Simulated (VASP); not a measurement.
# Ga7As9 (a cell with a defect) in VASP: single point with LDA

Aim: the single point of Ga7As9 (a cell with a defect) with LDA.

Everything below comes from runs of VASP 6.6.1. Logs are shortened: lines on timing, memory, paths and dates and some standing lists are left out, and cuts for length are marked.

**1. The cell of the first run**

The cell holds a defect, 16 atoms: a = 7.924 Å, b = 7.924 Å, c = 7.924 Å, α = 60.00°, β = 60.00°, γ = 60.00°.

**2. Single point, LDA**

INCAR

```
ALGO = Normal ; EDIFF = 1E-6
ENCUT = 520 ; GGA = CA
ISIF = 2 ; ISMEAR = 0
LASPH = True ; LCHARG = True
LELF = True ; LREAL = Auto
LVHAR = True ; LWAVE = False
NBANDS = 82 ; NELM = 80
PREC = Accurate ; SIGMA = 0.02
```

KPOINTS

```
k-points
0
Gamma
  3 3 3
```

POSCAR

```
Ga7As9
1.0
    0.0000000000      5.6033815714     -5.6033815714
    5.6033815714      5.6033815714      0.0000000000
    5.6033815714      0.0000000000     -5.6033815714
As Ga
9 7
Direct
    0.4985200126      0.0167604161      0.4845895988
    0.1235066817      0.1225272873      0.1294589471
    0.1223109502      0.6210848053      0.1315228153
    0.6346322654      0.1353761735      0.0941938278
    0.6243942412      0.6210875528      0.1313134882
    0.1100435755      0.1261994145      0.6331514583
    0.1239616561      0.6203289733      0.6307187071
    0.6294011992      0.1261602812      0.6327942500
    0.6205565117      0.6288416753      0.6291909534
    0.4975093476      0.5008536866      0.5052010905
    0.0013194681     -0.0069701853      0.5031313172
   -0.0044332609      0.5007131111      0.5052816560
    0.4966000890     -0.0062349642      0.0039944527
    0.4955100340      0.5056846932      0.0024105252
    0.0043348008     -0.0062891163      0.0044118766
   -0.0013082675      0.4970842584      0.0048215743
```

Potentials or basis: VASP PAW LDA potentials, release 64 (As, Ga_d).

The run is started by

```bash
$ cat potpaw_LDA.64/As/POTCAR potpaw_LDA.64/Ga_d/POTCAR > POTCAR
$ mpirun -np 1 vasp_std > vasp.out
```

OUTCAR:

```text
EDIFF = 1E-6
   ENCUT = 520
   GGA = CA
   ISIF = 2
   ISMEAR = 0
   LASPH = True
   LREAL = Auto
   NELM = 80
   PREC = Accurate

 ion  position               nearest neighbor table
   1  0.499  0.017  0.485-   9 2.51   8 2.52   6 2.52   4 2.53
   2  0.124  0.123  0.129-  15 2.41  13 2.41  11 2.42  16 2.42
   3  0.122  0.621  0.132-  15 2.41  14 2.42  12 2.42  16 2.42
   4  0.635  0.135  0.094-  15 2.40  13 2.40  14 2.41   1 2.53
   5  0.624  0.621  0.131-  13 2.41  14 2.42  10 2.42  16 2.42
   6  0.110  0.126  0.633-  15 2.41  11 2.41  12 2.42   1 2.52
[... 8 lines left out ...]
  15  0.004  0.994  0.004-   4 2.40   6 2.41   3 2.41   2 2.41
  16  0.999  0.497  0.005-   7 2.42   5 2.42   3 2.42   2 2.42

  LATTYP: Found a face centered cubic cell.
 ALAT       =    11.2067631428

  Lattice vectors:

 A1 = (   0.0000000000,   5.6033815714,  -5.6033815714)
 A2 = (   5.6033815714,   5.6033815714,   0.0000000000)
 A3 = (   5.6033815714,   0.0000000000,  -5.6033815714)

Analysis of symmetry for initial positions (statically):
=====================================================================
 Subroutine PRICEL returns:
 Original cell was already a primitive cell.

 Routine SETGRP: Setting up the symmetry group for a
 face centered cubic supercell.

 Subroutine GETGRP returns: Found  1 space group operations
 (whereof  1 operations were pure point group operations)
 out of a pool of 48 trial point group operations.

The static configuration has the point symmetry C_1 .

Analysis of symmetry for dynamics (positions and initial velocities):
=====================================================================
 Subroutine PRICEL returns:
 Original cell was already a primitive cell.

 Routine SETGRP: Setting up the symmetry group for a
 face centered cubic supercell.

 Subroutine GETGRP returns: Found  1 space group operations
 (whereof  1 operations were pure point group operations)
 out of a pool of 48 trial point group operations.

The dynamic configuration has the point symmetry C_1 .

 Subroutine INISYM returns: Found  1 space group operations
 (whereof  1 operations are pure point group operations),
 and found     1 'primitive' translations

----------------------------------------------------------------------------------------

                                     Primitive cell

  volume of cell :     351.8687

  direct lattice vectors                    reciprocal lattice vectors
     0.000000000  5.603381571 -5.603381571    -0.089231831  0.089231831 -0.089231831
     5.603381571  5.603381571  0.000000000     0.089231831  0.089231831  0.089231831
     5.603381571  0.000000000 -5.603381571     0.089231831 -0.089231831 -0.089231831

  length of vectors
     7.924378213  7.924378213  7.924378213     0.154554066  0.154554066  0.154554066

  position of ions in fractional coordinates (direct lattice)
     0.498520013  0.016760416  0.484589599
     0.123506682  0.122527287  0.129458947
     0.122310950  0.621084805  0.131522815
     0.634632265  0.135376173  0.094193828
     0.624394241  0.621087553  0.131313488
     0.110043576  0.126199415  0.633151458
[... 8 lines left out ...]
     0.004334801  0.993710884  0.004411877
     0.998691732  0.497084258  0.004821574

  ion indices of the primitive-cell ions
   primitive index   ion index
                 1           1
                 2           2
                 3           3
                 4           4
                 5           5
                 6           6
[... 8 lines left out ...]
                15          15
                16          16

----------------------------------------------------------------------------------------

 KPOINTS: k-points

Automatic generation of k-mesh.
 Grid dimensions read from file:
 generate k-points for:    3    3    3

 Generating k-lattice:

  Cartesian coordinates                     Fractional coordinates (reciprocal lattice)
    -0.029743944  0.029743944 -0.029743944     0.333333333  0.000000000  0.000000000
     0.029743944  0.029743944  0.029743944     0.000000000  0.333333333  0.000000000
     0.029743944 -0.029743944 -0.029743944     0.000000000  0.000000000  0.333333333

  Length of vectors
     0.051518022  0.051518022  0.051518022

  Shift w.r.t. Gamma in fractional coordinates (k-lattice)
     0.000000000  0.000000000  0.000000000

 Subroutine IBZKPT returns following result:
 ===========================================

 Found     14 irreducible k-points:

 Following reciprocal coordinates:
            Coordinates               Weight
  0.000000  0.000000  0.000000      1.000000
  0.333333  0.000000  0.000000      2.000000
  0.000000  0.333333  0.000000      2.000000
  0.000000  0.000000  0.333333      2.000000
  0.333333  0.333333  0.333333      2.000000
  0.333333  0.333333  0.000000      2.000000
  0.000000  0.333333  0.333333      2.000000
  0.333333  0.000000  0.333333      2.000000
 -0.333333  0.333333  0.000000      2.000000
  0.000000 -0.333333  0.333333      2.000000
  0.333333  0.000000 -0.333333      2.000000
  0.333333  0.333333 -0.333333      2.000000
 -0.333333  0.333333 -0.333333      2.000000
  0.333333 -0.333333 -0.333333      2.000000
   k-points           NKPTS =     14   k-points in BZ     NKDIM =     14   number of bands    NBANDS=     82
   number of dos      NEDOS =    301   number of ions     NIONS =     16
   total plane-waves  NPLWV = 216000
   dimension x,y,z NGX =    60 NGY =   60 NGZ =   60
   dimension x,y,z NGXF=   120 NGYF=  120 NGZF=  120
   ions per type =               9   7
   NGX,Y,Z   is equivalent  to a cutoff of  12.59, 12.59, 12.59 a.u.
   NGXF,Y,Z  is equivalent  to a cutoff of  25.17, 25.17, 25.17 a.u.
 SYSTEM =  unknown system
   PREC   = accura    normal or accurate (medium, high low for compatibility)
   ISTART =      0    job   : 0-new  1-cont  2-samecut
   ICHARG =      2    charge: 1-file 2-atom 10-const
   ISPIN  =      1    spin polarized calculation?
   LNONCOLLINEAR =      F non collinear calculations
   LSORBIT =      F    spin-orbit coupling
   LASPH  =      T    aspherical Exc in radial PAW
   ENCUT  =  520.0 eV  38.22 Ry    6.18 a.u.  14.73 14.73 14.73*2*pi/ulx,y,z
   NELM   =     80;   NELMIN=  2; NELMDL= -5     # of ELM steps
   EDIFF  = 0.1E-05   stopping-criterion for ELM
   LREAL  =      T    real-space projection
   EDIFFG = 0.1E-04   stopping-criterion for IOM
   NSW    =      0    number of steps for IOM
   IBRION =     -1    ionic relax: 0-MD 1-quasi-New 2-CG
   NFREE  =      0    steps in history (QN), initial steepest desc. (CG)
   ISIF   =      2    stress and relaxation
   ISYM   =      2    0-nonsym 1-usesym 2-fastsym
   POTIM  = 0.5000    time-step for ionic-motion
   TEBEG  =    0.0;   TEEND  =   0.0 temperature during run
   PSTRESS=    0.0 pullay stress
   NELECT =     136.0000    total number of electrons
   NUPDOWN=      -1.0000    fix difference up-down
   EMIN   =  10.00;   EMAX   =-10.00  energy-range for DOS
   EFERMI =   0.00;   METHOD = LEGACY
   ISMEAR =     0;   SIGMA  =   0.02  broadening in eV -4-tet -1-fermi 0-gaus
   EFERMI_NEDOS =   21; number of points for ismear=-14 and -15
   IALGO  =     38    algorithm
   IMIX   =      4    mixing-type and parameters
     AMIX     =   0.40;   BMIX     =  1.00
     AMIX_MAG =   1.60;   BMIX_MAG =  1.00
  volume/ion in A,a.u.               =      21.99       148.41
  Fermi-wavevector in a.u.,A,eV,Ry     =   1.192507  2.253511 19.348477  1.422073
  Thomas-Fermi vector in A             =   2.328544
   LORBIT       =      0    0 simple, 1 ext, 2 COOP (PROOUT), +10 PAW based schemes
   GGA     = CA    functional components
   LHFCALC =     F    Hartree Fock is set to
   AEXX    =    0.0000 exact exchange contribution
   IVDW    =     0    specifies the selected vdW correction
   LEPSILON=     F    determine dielectric tensor
   LRPA    =     F    only Hartree local field effects (RPA)
 non-spin polarized calculation
 Gauss-broadening in eV      SIGMA  =   0.02
  energy-cutoff  :      520.00
  volume of cell :      351.87
 maximum number of plane-waves:      9491
   NGX = 29   NGY = 29   NGZ = 29

 number of electron     135.9999986 magnetization

 Free energy of the ion-electron system (eV)
  ---------------------------------------------------
  ext. energy  EPLUGINS =         0.00000000
  ---------------------------------------------------
  free energy    TOTEN  =       -76.77537159 eV

  energy without entropy =      -76.77537158  energy(sigma->0) =      -76.77537159

 E-fermi :   5.0811     XC(G=0): -10.0187

 val. band max:        5.0129524548   @ k =   0.0000  -0.3333   0.3333
 cond. band min:       5.1494397968   @ k =   0.3333   0.3333  -0.3333
 fundamental gap:      0.1364873419
 Fermi energy:         5.0811051570

 k-point     1 :       0.0000    0.0000    0.0000
  band No.  band energies     occupation
      1     -10.9630      2.00000
      2     -10.9617      2.00000
      3     -10.9588      2.00000
      4     -10.9326      2.00000
      5     -10.9152      2.00000
      6     -10.9090      2.00000
[... 72 lines left out ...]
     79       7.0388      0.00000
     80       7.0615      0.00000

 k-point     2 :       0.3333    0.0000    0.0000
  band No.  band energies     occupation
      1     -10.9562      2.00000
      2     -10.9548      2.00000
      3     -10.9521      2.00000
      4     -10.9285      2.00000
      5     -10.9132      2.00000
      6     -10.9082      2.00000
[... 72 lines left out ...]
     79       7.6339      0.00000
     80       7.7262      0.00000
[... 911 lines left out ...]
     79       7.8958      0.00000
     80       8.0826      0.00000

 k-point    14 :       0.3333   -0.3333   -0.3333
  band No.  band energies     occupation
      1     -10.9531      2.00000
      2     -10.9486      2.00000
      3     -10.9431      2.00000
      4     -10.9226      2.00000
      5     -10.9203      2.00000
      6     -10.9095      2.00000
[... 72 lines left out ...]
     79       7.8801      0.00000
     80       8.0465      0.00000
 [bands above 80 left out]

------------------------ aborting loop because EDIFF is reached ----------------------------------------

  FORCE on cell =-STRESS in cart. coord.  units (eV):
  Direction    XX          YY          ZZ          XY          YZ          ZX
  --------------------------------------------------------------------------------------
  -------------------------------------------------------------------------------------
  Total        4.8546179      5.1527055      5.1500886     -0.7422833     -0.0564510     -0.7305429
  in kB       22.1047215     23.4620155     23.4500998     -3.3798675     -0.2570403     -3.3264096
  external PRESSURE =      23.0056123 kB  Pullay stress =       0.0000000 kB

 VOLUME and BASIS-vectors are now :
 -----------------------------------------------------------------------------
  energy-cutoff  :      520.00
  volume of cell :      351.87
      direct lattice vectors                 reciprocal lattice vectors
     0.000000000  5.603381571 -5.603381571    -0.089231831  0.089231831 -0.089231831
     5.603381571  5.603381571  0.000000000     0.089231831  0.089231831  0.089231831
     5.603381571  0.000000000 -5.603381571     0.089231831 -0.089231831 -0.089231831

 POSITION                                       TOTAL-FORCE (eV/Angst)
 -----------------------------------------------------------------------------------
      2.80926      2.88731     -5.50874         0.006280      0.017115      0.011989
      1.41198      1.37862     -1.41746        -0.004871     -0.008498     -0.010097
      4.21715      4.16553     -1.42233        -0.001354      0.009713      0.001205
      1.28637      4.31465     -4.08389        -0.019701      0.001882     -0.000222
      4.21599      6.97891     -4.23452         0.008991     -0.002264      0.010027
      4.25493      1.32376     -4.16441        -0.010530     -0.001413      0.003146
[... 8 lines left out ...]
      5.59286      5.59243     -0.04901         0.004533     -0.004279     -0.000701
      2.81237      8.38140     -5.62307         0.000235      0.004503      0.006023
 -----------------------------------------------------------------------------------
    total drift:                               -0.008818      0.009175      0.000312

  FREE ENERGIE OF THE ION-ELECTRON SYSTEM (eV)
  ---------------------------------------------------
  free  energy   TOTEN  =       -76.7753715938 eV

  energy  without entropy=      -76.7753715769  energy(sigma->0) =      -76.77537159
```

It took 6.3 min on 1 thread of Intel Xeon 6975P-C (Granite Rapids), shared host; peak memory 0.52 GiB.

Results:

```
Free energy            : -76.7754 eV
Pressure               : 2.3 GPa
Largest force          : 0.022 eV/Å
Band gap on the k mesh : zero (band 68 reaches 5.15 eV, above the bottom of band 69 at 4.69 eV)
```

Forces in eV/Å, atoms in the order of the input:
```
As   0.006  0.017  0.012
As  -0.005 -0.008 -0.010
As  -0.001  0.010  0.001
As  -0.020  0.002  0.000
As   0.009 -0.002  0.010
As  -0.011 -0.001  0.003
As   0.001  0.001 -0.008
As  -0.005  0.009  0.006
As   0.002 -0.016 -0.009
Ga  -0.003 -0.009 -0.001
Ga   0.008  0.000 -0.001
Ga   0.002 -0.004 -0.006
Ga   0.007 -0.005 -0.008
Ga   0.005  0.006  0.005
Ga   0.005 -0.004 -0.001
Ga   0.000  0.005  0.006
```

Levels at points of the mesh, in eV from the Fermi level:
| k point | band 66 | band 67 | band 68 | band 69 | band 70 | band 71 |
| --- | --- | --- | --- | --- | --- | --- |
| (0.00, 0.00, 0.00) | -1.15 | -1.13 | -1.12 | -0.40 | -0.22 | -0.14 |
